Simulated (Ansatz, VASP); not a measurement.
# BP in VASP and in Ansatz

INCAR

```
ALGO = Normal
EDIFF = 1E-8
ENCUT = 520
ISIF = 2
ISMEAR = -1
LASPH = True
LCHARG = False
LEFG = True
LREAL = False
LWAVE = False
NBANDS = 11
NELM = 80
PREC = Accurate
SIGMA = 0.05
```

Contents of KPOINTS:

```
k-points
0
Gamma
  15 15 15
```

Contents of POSCAR:

```
BP
1.0
    0.0000000000      2.3370700000      2.2690000000
    2.3370700000      0.0000000000      2.2690000000
    2.3370700000      2.3370700000      0.0000000000
B P
1 1
Direct
    0.0000000000      0.0000000000      0.0000000000
    0.7500000000      0.7500000000      0.7500000000
```

Input for Ansatz:

```yaml
crystal:
  lattice:
    - [0.0, 2.33707, 2.269]
    - [2.33707, 0.0, 2.269]
    - [2.33707, 2.33707, 0.0]
  atoms:
    - { symbol: B, position: [0.0, 0.0, 0.0] }
    - { symbol: P, position: [0.75, 0.75, 0.75] }
kpoints:
  mp_grid: { grid: [15, 15, 15] }
scf:
  occupations: { method: fermi_dirac, width: 0.05 }
hamiltonian:
  xc: lda
  pseudopotentials: { kind: paw }
output:
  forces: true
  stress: true
  eigenvalues: true
  efg: { contact_densities: true }
```

Change from the starting cell: equal xx and yy strain of +3 %, PAW files.

Alike in both runs: task electric field gradients; functional LDA; k mesh 15 × 15 × 15; occupations fermi-dirac, width 0.05 eV; no spin polarisation.

|  | VASP | Ansatz |
| --- | --- | --- |
| version | VASP 6.6.1 | Ansatz 0.2.0 |
| potentials or method | VASP PAW LDA potentials, release 64 (B, P) | PAW with Ansatz's default frozen-core files, scalar-relativistic |
| plane-wave cutoff (eV) | 520 | 420 |
| valence electrons in the cell | 8 | 8 |

Ansatz gave:

- pressure (GPa): -13.4
- traceless stress, the component that is largest in VASP (GPa): 4.80
- size of Vzz on the site where it differs most (V/Å²): 0.2

**Question.** Estimate VASP's values.

**Answer.** Pressure (GPa): -13.5; traceless stress, the component that is largest in VASP (GPa): 4.80; size of Vzz on the site where it differs most (V/Å²): 0.1.

LDA's correlation is that of Perdew and Zunger in VASP and of Perdew and Wang (1992) in Ansatz.
